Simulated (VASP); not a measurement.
Write the native input for VASP 6.6.1 that does the following.

```yaml
Task: single point
Functional: PBEsol
Potentials_or_basis: VASP PAW PBE potentials, release 64 (Si, Mo_sv)
Cutoff: 520 eV
k_mesh: 9 × 9 × 1
Occupations: gaussian, width 0.1 eV
Spin: no spin polarisation
Dipole_correction: yes
Further_INCAR_settings: ALGO = Normal; EDIFF = 1e-06; NBANDS = 31
```

The structure of Si2Mo lies in POSCAR:

```
Si2Mo
1.0
    3.1900701700      0.0000000000      0.0000000000
    0.0000000000      3.1900701700      0.0000000000
    0.0000000000      0.0000000000     23.4908154018
Si Mo
4 2
Direct
    0.0000000000      0.0000000000      0.3618435484
    0.0000000000      0.0000000000      0.4716789609
    0.5000000000      0.5000000000      0.5252313790
    0.5000000000      0.5000000000      0.6316442822
    0.5000000000      0.5000000000      0.4167612547
    0.0000000000      0.0000000000      0.5807853714
```

One way to write it, as run:

INCAR

```
  PREC = Accurate
  ENCUT = 520
  EDIFF = 1E-6
  ISMEAR = 0
  SIGMA = 0.1
  LREAL = False
  LASPH = True
  NELM = 80
  ALGO = Normal
  ISIF = 2
  LWAVE = False
  LCHARG = False
  LDIPOL = True
  IDIPOL = 3
  DIPOL = 0.5 0.5 0.498
  GGA = PS
  NBANDS = 31
```

KPOINTS

```
regular mesh
0
Gamma
  9 9 1
```

Potentials or basis: VASP PAW PBE potentials, release 64 (Si, Mo_sv).

The run is started by

```sh
$ cat potpaw_PBE.64/Si/POTCAR potpaw_PBE.64/Mo_sv/POTCAR > POTCAR
$ mpirun -np 1 vasp_std > vasp.out
```

Results of the run:

- Largest force: 0.517 eV/Å
- Band gap on the k mesh: zero (band 22 reaches 1.79 eV, above the bottom of band 23 at 0.99 eV)

Caveat: the PAW data sets were made with another functional, which shifts forces and pressure a little.

It took 4.2 min on 1 thread of AMD EPYC 7R43 64-Core Processor (Zen 3), on a shared host, peak memory 0.32 GiB.
